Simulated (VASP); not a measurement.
A run of VASP 6.6.1:

The input INCAR:

```
SYSTEM = WSe
PREC     = Accurate       ! precision mode
ENCUT    = 500            ! plane-wave cutoff, eV
EDIFF    = 1E-6           ! SCF threshold, eV
ISMEAR   = 0              ! smearing method
SIGMA    = 0.1            ! smearing width, eV
LREAL    = .FALSE.        ! projectors in reciprocal space
LASPH    = .TRUE.         ! aspherical terms in the spheres
NELM     = 300            ! most SCF steps
ALGO     = All            ! electronic algorithm
ISIF     = 2              ! what is computed and relaxed
LWAVE    = .FALSE.        ! write WAVECAR
LCHARG   = .FALSE.        ! write CHGCAR
LMAXMIX  = 4              ! l up to which the mixer works
LDAU     = .TRUE.         ! DFT+U
LDAUTYPE = 2            
LDAUL    = 2 -1           ! shell
LDAUU    = 6.2 0          ! U, eV
LDAUJ    = 0 0          
LDAUPRINT= 1            
GGA      = PE             ! functional
NBANDS   = 17             ! bands
GGA_COMPAT= .FALSE.      
ISEARCH  = 1            
KPAR     = 4
```

Contents of KPOINTS:

```
Automatic mesh
0
G
  12 12 12
  0 0 0
```

The input POSCAR:

```
WSe
1.0
    0.0000000000      2.8710028295      2.8710028295
    2.8710028295      0.0000000000      2.8710028295
    2.8710028295      2.8710028295      0.0000000000
W Se
1 1
Direct
    0.0000000000      0.0000000000      0.0000000000
    0.5000000000      0.5000000000      0.5000000000
```

Potentials or basis: VASP PAW PBE potentials, release 64 (W_sv, Se).

Command:

```sh
$ cat potpaw_PBE.64/W_sv/POTCAR potpaw_PBE.64/Se/POTCAR > POTCAR
$ mpirun -np 4 vasp_std > vasp.out
```

Hardware: 4 MPI ranks on Intel(R) Xeon(R) Platinum 8375C CPU @ 2.90GHz (Ice Lake) (shared host).

**Question.** How long does it take, and how much memory?

**Answer.** It took 36 s on 4 MPI ranks on Intel(R) Xeon(R) Platinum 8375C CPU @ 2.90GHz (Ice Lake), with other jobs on the host, peak memory 0.24 GiB a rank. Counts: scf iterations 39, k points 72.
